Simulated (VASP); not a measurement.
# Nd2H3 in VASP: notebook, part 2 of 2

VASP 6.6.1. The steps go on from the part before.

## Step 4: Relaxation of cell and atoms, PBE

This run uses another cell than the first one, of 18.71 Å³/atom.

Contents of INCAR:

```
SYSTEM = Nd2H3
PREC = Accurate
ENCUT = 500
EDIFF = 1E-7
ISMEAR = 0
SIGMA = 0.2
LREAL = .False.
LASPH = .True.
NELM = 200
ALGO = Normal
ISIF = 3
LWAVE = .False.
LCHARG = .False.
GGA = PE
IBRION = 2
NSW = 36
EDIFFG = -0.08
GGA_COMPAT = .False.
NELMIN = 4
LMAXMIX = 6
```

Contents of KPOINTS:

```
Automatic mesh
0
Gamma
  4 4 2
  0 0 0
```

Contents of POSCAR:

```
Nd2H3
1.0
    3.1174164100     -3.6523531600      0.0000000000
    3.1174164100      3.6523531600      0.0000000000
    0.0000000000      0.0000000000      8.2175304700
Nd H
4 6
Direct
    0.5000000000      0.5000000000      0.2118435300
    0.5000000000      0.5000000000      0.7881564700
    0.7409385700      0.7409385700      0.5000000000
    0.2590614300      0.2590614300      0.5000000000
    0.0000000000      0.0000000000      0.0000000000
    0.7162884900      0.2837115100      0.5000000000
    0.2837115100      0.7162884900      0.5000000000
    0.0000000000      0.0000000000      0.7523739600
    0.0000000000      0.0000000000      0.2476260400
    0.5000000000      0.5000000000      0.0000000000
```

Potentials or basis: VASP PAW PBE potentials, release 64 (Nd_3, H), 4f in core.

The run is started by

```bash
$ cat potpaw_PBE.64/Nd_3/POTCAR potpaw_PBE.64/H/POTCAR > POTCAR
$ mpirun -np 1 vasp_std > vasp.out
```

OUTCAR:

```text
SYSTEM = Nd2H3
   PREC = Accurate
   ENCUT = 500
   EDIFF = 1E-7
   ISMEAR = 0
   LREAL = .False.
   LASPH = .True.
   NELM = 200
   ISIF = 3
   GGA = PE
   IBRION = 2
   NSW = 36
   EDIFFG = -0.08
   NELMIN = 4

 ion  position               nearest neighbor table
   1  0.500  0.500  0.212-  10 1.74   4 2.80   3 2.80   2 3.48
   2  0.500  0.500  0.788-  10 1.74   4 2.80   3 2.80   1 3.48
   3  0.741  0.741  0.500-   6 2.18   7 2.18   1 2.80   2 2.80   4 3.00   4 3.23   4 3.65   4 3.65

   4  0.259  0.259  0.500-   6 2.18   7 2.18   1 2.80   2 2.80   3 3.00   3 3.23   3 3.65   3 3.65

   5  0.000  0.000  0.000-
   6  0.716  0.284  0.500-   3 2.18   4 2.18
   7  0.284  0.716  0.500-   3 2.18   4 2.18
   8  0.000  0.000  0.752-
   9  0.000  0.000  0.248-
  10  0.500  0.500  0.000-   1 1.74   2 1.74

  LATTYP: Found a base centered orthorhombic cell.
 ALAT       =     6.2348328200
 B/A-ratio  =     1.1715961808
 C/A-ratio  =     1.3180033382

  Lattice vectors:

 A1 = (   3.1174164100,  -3.6523531600,   0.0000000000)
 A2 = (   3.1174164100,   3.6523531600,   0.0000000000)
 A3 = (   0.0000000000,   0.0000000000,   8.2175304700)

[... 179 lines left out ...]
  free energy    TOTEN  =       -32.03097535 eV

  energy without entropy =      -31.91957525  energy(sigma->0) =      -31.97527530

------------------------ aborting loop because EDIFF is reached ----------------------------------------

  FORCE on cell =-STRESS in cart. coord.  units (eV):
  Direction    XX          YY          ZZ          XY          YZ          ZX
  --------------------------------------------------------------------------------------
  -------------------------------------------------------------------------------------
  Total        2.4473455     -6.0952926     23.8389686      0.0000000      0.0000000      0.0000000
  in kB       20.9540011    -52.1874696    204.1075844      0.0000000      0.0000000      0.0000000
  external PRESSURE =      57.6247053 kB  Pullay stress =       0.0000000 kB
[... 113 lines left out ...]
  FREE ENERGIE OF THE ION-ELECTRON SYSTEM (eV)
  ---------------------------------------------------
  free  energy   TOTEN  =       -34.7603030350 eV

  energy  without entropy=      -34.6152978019  energy(sigma->0) =      -34.68780042

[... ionic steps 4 to 14 ...]

--------------------------------------- Ionic step       15  -------------------------------------------

 number of electron      50.0000001 magnetization

------------------------ aborting loop because EDIFF is reached ----------------------------------------
[... 83 lines left out ...]
--------------------------------------- Ionic step       17  -------------------------------------------

 number of electron      49.9999999 magnetization

 Free energy of the ion-electron system (eV)
  ---------------------------------------------------
  ext. energy  EPLUGINS =         0.00000000
  ---------------------------------------------------
  free energy    TOTEN  =       -36.83820461 eV

  energy without entropy =      -36.74259411  energy(sigma->0) =      -36.79039936

 E-fermi :   1.9941     XC(G=0):  -8.5267

 val. band max:        1.9490736364   @ k =   0.0000   0.0000   0.5000
 cond. band min:       2.0066966793   @ k =   0.5000   0.5000   0.0000
 fundamental gap:      0.0576230428
 Fermi energy:         1.9940698978

 k-point     1 :       0.0000    0.0000    0.0000
  band No.  band energies     occupation
      1     -37.2412      2.00000
      2     -37.2318      2.00000
      3     -36.2534      2.00000
      4     -35.6014      2.00000
      5     -18.7118      2.00000
      6     -18.4685      2.00000
[... 502 lines left out ...]
  FREE ENERGIE OF THE ION-ELECTRON SYSTEM (eV)
  ---------------------------------------------------
  free  energy   TOTEN  =       -36.8382046052 eV

  energy  without entropy=      -36.7425941120  energy(sigma->0) =      -36.79039936

 reached required accuracy - stopping structural energy minimisation
```

OSZICAR:

```text
N       E                     dE             d eps       ncg     rms          rms(c)
DAV:   1     0.431345150686E+03    0.43135E+03   -0.22762E+04   868   0.141E+03
DAV:   2    -0.391627089741E+01   -0.43526E+03   -0.42452E+03  1013   0.367E+02
DAV:   3    -0.350332383154E+02   -0.31117E+02   -0.30507E+02  1376   0.783E+01
[... 230 lines left out ...]
DAV:   7    -0.368382048593E+02    0.81544E-06   -0.20980E-05  1451   0.180E-02    0.350E-03
DAV:   8    -0.368382037358E+02    0.11235E-05   -0.13744E-06  1105   0.635E-03    0.195E-03
DAV:   9    -0.368382044071E+02   -0.67132E-06   -0.12377E-07   788   0.195E-03    0.457E-04
DAV:  10    -0.368382046085E+02   -0.20145E-06   -0.19572E-08   651   0.872E-04    0.111E-04
DAV:  11    -0.368382046052E+02    0.33410E-08   -0.58137E-09   588   0.378E-04
  17 F= -.36838205E+02 E0= -.36790399E+02  d E =-.109643E-01
```

It took 15 min on 1 thread of Intel Xeon Platinum 8488C (Sapphire Rapids), shared host; peak memory 0.31 GiB.

Results:

```
Free energy                           : -36.8382 eV
Relaxed volume                        : 20.02 Å³/atom
Relaxed cell                          : a = 4.674 Å, b = 4.674 Å, c = 9.491 Å, α = 90.00°, β = 90.00°, γ = 74.92°
Space group after relaxing (to 0.1 Å) : Cmmm (No. 65)
Energy gained by relaxing             : 480.7 meV/atom
Ionic steps                           : 17
Pressure after relaxing               : 0.0 GPa
Largest force after relaxing          : 0.068 eV/Å
Band gap on the k mesh                : zero (bands 25 and 26 overlap by 0.26 eV)
```

Forces on the atoms (eV/Å):
```
Nd   0.000  0.000 -0.068
Nd   0.000  0.000  0.068
Nd  -0.001  0.000  0.000
Nd   0.001  0.000  0.000
H    0.000  0.000  0.000
H    0.000 -0.039  0.000
H    0.000  0.039  0.000
H    0.000  0.000  0.026
H    0.000  0.000 -0.026
H    0.000  0.000  0.000
```

Stress tensor (GPa, compression positive):
```
 0.22  0.00  0.00
 0.00 -0.15  0.00
 0.00  0.00 -0.02
```

The path:
| step | energy change (eV) | largest force (eV/Å) | pressure (GPa) | volume (Å³) |
| --- | --- | --- | --- | --- |
| 1 | 0.0000 | 4.3479 | 5.76 | 187.13 |
| 2 | -2.6645 | 0.9505 | -0.69 | 204.90 |
| 3 | -2.7293 | 1.5540 | -1.79 | 211.45 |
| 4 | -2.7543 | 1.2006 | -1.50 | 209.40 |
| 5 | -3.3858 | 0.8562 | -1.69 | 205.91 |
| 6 | -3.9716 | 0.6571 | -1.25 | 199.85 |
| 7 | -3.0756 | 1.8617 | 4.10 | 183.83 |
| 8 | -4.1092 | 0.5349 | -0.74 | 196.86 |
| 9 | -4.1221 | 0.4816 | -0.40 | 195.44 |
| 10 | -4.2897 | 0.4454 | 0.20 | 192.35 |
| 11 | -4.3248 | 0.6971 | 0.81 | 190.01 |
| 12 | -4.4800 | 0.5371 | 0.21 | 192.76 |
| 13 | -4.7875 | 0.1717 | -0.38 | 200.57 |
| 14 | -4.7944 | 0.1065 | -0.26 | 202.57 |
| 15 | -4.7963 | 0.1257 | -0.31 | 201.95 |
| 16 | -4.8037 | 0.1743 | 0.22 | 199.15 |
| 17 | -4.8072 | 0.0681 | 0.02 | 200.17 |

Final structure:
```
Nd H
1.0
     3.70976   -2.84271    0.00000
     3.70976    2.84271    0.00000
     0.00000    0.00000    9.49073
Nd H
4 6
Direct
  0.50000 0.50000 0.21557
  0.50000 0.50000 0.78443
  0.79564 0.79564 0.50000
  0.20436 0.20436 0.50000
  0.00000 0.00000 0.00000
  0.68193 0.31807 0.50000
  0.31807 0.68193 0.50000
  0.00000 0.00000 0.68326
  0.00000 0.00000 0.31674
  0.50000 0.50000 0.00000
```

Caveat: the k points lie up to 0.35 Å⁻¹ apart in the final cell; a cell axis changed by over 15 % at a fixed basis, so the end point is rough; spin-orbit coupling is left out, which moves the levels of the heavy elements; the 4f electrons are frozen in the core, so they carry no moment and show no levels; the relaxation stopped at a loose force limit of 0.08 eV/Å, so its end isn't a converged minimum.

## Step 5: Summary

```csv
task,cell,k mesh,gap on the mesh (eV),pressure (GPa),largest force (eV/Å)
single point,"a = 4.637, b = 4.637, c = 9.482 Å, angles 90.0, 90.0, 75.6°, 10 atoms, atomic positions A",4 × 4 × 2,none,0.4,0.07
single point,"a = 6.038 Å, angles 116.0, 105.5, 107.2°, 10 atoms, atomic positions B",4 × 4 × 4,none,0.0,0.01
relaxation of cell and atoms,"relaxed from a = 4.802, b = 4.802, c = 8.218 Å, angles 90.0, 90.0, 99.0°, 10 atoms, atomic positions C",4 × 4 × 2,none,0.0,0.07
```

Alike in all rows: level PBE; potentials or basis VASP PAW PBE potentials, release 64 (Nd_3, H), 4f in core; no spin polarisation; cutoff (eV) 500; smearing gaussian 0.2 eV.

Caveats: some runs use coarse meshes; spin-orbit coupling is left out, which moves the levels of the heavy elements; the 4f electrons are frozen in the core, so they carry no moment and show no levels; a cell axis changed by over 15 % at a fixed basis, so the end point is rough (at least some runs); the relaxation stopped at a loose force limit of 0.08 eV/Å, so its end isn't a converged minimum (at least some runs).

Total energies depend on the potentials used, so only differences within one code and one set of settings carry meaning.

The gap in the log of VASP goes by the Fermi energy; the results here count the filled bands.